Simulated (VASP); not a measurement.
Input of a VASP 6.6.1 run:

The input INCAR:

```
ALGO = Normal
EDIFF = 1E-6
EDIFFG = -0.03
ENCUT = 600
GGA = PE
IBRION = 2
ISIF = 3
ISMEAR = -1
LASPH = T
LCHARG = F
LREAL = F
LWAVE = F
NELM = 60
NSW = 80
PREC = Accurate
PSTRESS = 450.0
SIGMA = 0.1
```

File KPOINTS:

```
k-points
0
Gamma
  20 20 20
```

Contents of POSCAR:

```
Nb
1.0
   -1.6639500000      1.6639500000      1.6639500000
    1.6639500000     -1.6639500000      1.6639500000
    1.6639500000      1.6639500000     -1.6639500000
Nb
1
Direct
    0.0000000000      0.0000000000      0.0000000000
```

Potentials or basis: VASP PAW PBE potentials, release 64 (Nb_sv).

The run is started by

```bash
$ cat potpaw_PBE.64/Nb_sv/POTCAR > POTCAR
$ mpirun -np 1 vasp_std > vasp.out
```

Task: Predict the relaxed volume.

Result: 15.02 Å³/atom.

Task: Predict the relaxed cell.

Result: a = 2.692 Å, b = 2.692 Å, c = 2.692 Å, α = 109.47°, β = 109.47°, γ = 109.47°.

The path:
| step | energy change (eV) | largest force (eV/Å) | pressure (GPa) | volume (Å³) |
| --- | --- | --- | --- | --- |
| 1 | 0.0000 | 0.0000 | -2.76 | 18.43 |
| 2 | 13.5251 | 0.0000 | 850.51 | 7.32 |
| 3 | 0.1821 | 0.0000 | 29.06 | 15.85 |
| 4 | 0.2727 | 0.0000 | 37.07 | 15.41 |
| 5 | 0.3744 | 0.0000 | 45.14 | 15.02 |

Caveat: the cell is relaxed towards a set pressure, so the enthalpy falls and the energy may rise; the volume moved by over 15 % at a fixed basis, so the end points are rough.
